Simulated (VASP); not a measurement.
A run of VASP 6.6.1 is set up as follows.

Contents of POSCAR:

```
Na2S
1.0
    0.0000000000      3.2554324508      3.2554324508
    3.2554324508      0.0000000000      3.2554324508
    3.2554324508      3.2554324508      0.0000000000
S Na
1 2
Direct
    0.0000000000      0.0000000000      0.0000000000
    0.2500000000      0.2500000000      0.2500000000
    0.7500000000      0.7500000000      0.7500000000
```

INCAR.step1

```
ALGO     = Normal         # electronic algorithm
EDIFF    = 1E-5           # SCF threshold, eV
ENCUT    = 550            # plane-wave cutoff, eV
GGA      = PE             # functional
GGA_COMPAT= F            
ISMEAR   = 0              # smearing method
LASPH    = T              # aspherical terms in the spheres
LCHARG   = F              # write CHGCAR
LREAL    = F              # projectors in reciprocal space
LWAVE    = T              # write WAVECAR
NBANDS   = 17             # bands
NELM     = 120            # most SCF steps
PREC     = Accurate       # precision mode
SIGMA    = 0.01           # smearing width, eV
```

Contents of INCAR.step2:

```
ALGO     = Normal         # electronic algorithm
EDIFF    = 1E-6           # SCF threshold, eV
ENCUT    = 550            # plane-wave cutoff, eV
GGA_COMPAT= F            
ISIF     = 2              # what is computed and relaxed
ISMEAR   = 0              # smearing method
ISTART   = 1            
LASPH    = T              # aspherical terms in the spheres
LCHARG   = T              # write CHGCAR
LELF     = T              # ELF
LMIXTAU  = T            
LREAL    = F              # projectors in reciprocal space
LVHAR    = T            
LWAVE    = F              # write WAVECAR
METAGGA  = R2SCAN         # meta-GGA
NBANDS   = 17             # bands
NELM     = 120            # most SCF steps
PREC     = Accurate       # precision mode
SIGMA    = 0.01           # smearing width, eV
```

File KPOINTS:

```
k-points
0
Gamma
  6 6 6
```

Potentials or basis: VASP PAW PBE potentials, release 64 (S, Na_pv).

Run with:

```console
$ cat potpaw_PBE.64/S/POTCAR potpaw_PBE.64/Na_pv/POTCAR > POTCAR
$ cp INCAR.step1 INCAR
$ mpirun -np 1 vasp_std > vasp.out
$ cp INCAR.step2 INCAR
$ mpirun -np 1 vasp_std > vasp.out
```

Q: Predict the band gap on the k mesh.

A: 3.11 eV, direct.

Q: What does it give for the pressure?

A: -0.1 GPa.

Caveat: the PAW data sets were made with another functional, which shifts forces and pressure a little. r2SCAN opens gaps a little over a GGA but as a rule still falls short of measured ones.
